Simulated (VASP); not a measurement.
Crystal: InAs.

```xyz
2
Lattice="0.0000 3.0945 3.0945 3.0945 0.0000 3.0945 3.0945 3.0945 0.0000" Properties=species:S:1:pos:R:3 pbc="T T T"
In    0.0000    0.0000    0.0000
As    1.5472    1.5472    1.5472
```

```yaml
Program: VASP 6.6.1
Task: relaxation of cell and atoms
Functional: r2SCAN
Potentials_or_basis: VASP PAW PBE potentials, release 64 (In_d, As)
Cutoff: 600 eV
k_mesh: 6 × 6 × 6
Occupations: fermi-dirac, width 0.02 eV
Spin: no spin polarisation
```

At the start: pressure -1.9 GPa; volume 29.63 Å³/atom.

**Question.** Where does the relaxation end?

**Answer.** Over 3 steps the energy falls by 6.9 meV/atom and the volume is 28.52 Å³/atom (-3.8 %); space group F-43m (No. 216, to 0.1 Å) before and after.

Step by step:
```tsv
step	energy change (eV)	largest force (eV/Å)	pressure (GPa)	volume (Å³)
1	0.0000	0.0000	-1.94	59.26
2	-0.0120	0.0000	0.80	56.24
3	-0.0139	0.0000	-0.02	57.04
```

Final structure:
```
In As
1.0
     0.00000    3.05519    3.05519
     3.05519    0.00000    3.05519
     3.05519    3.05519    0.00000
In As
1 1
Direct
  0.00000 0.00000 0.00000
  0.25000 0.25000 0.25000
```

Caveat: the PAW data sets were made with another functional, which shifts forces and pressure a little.
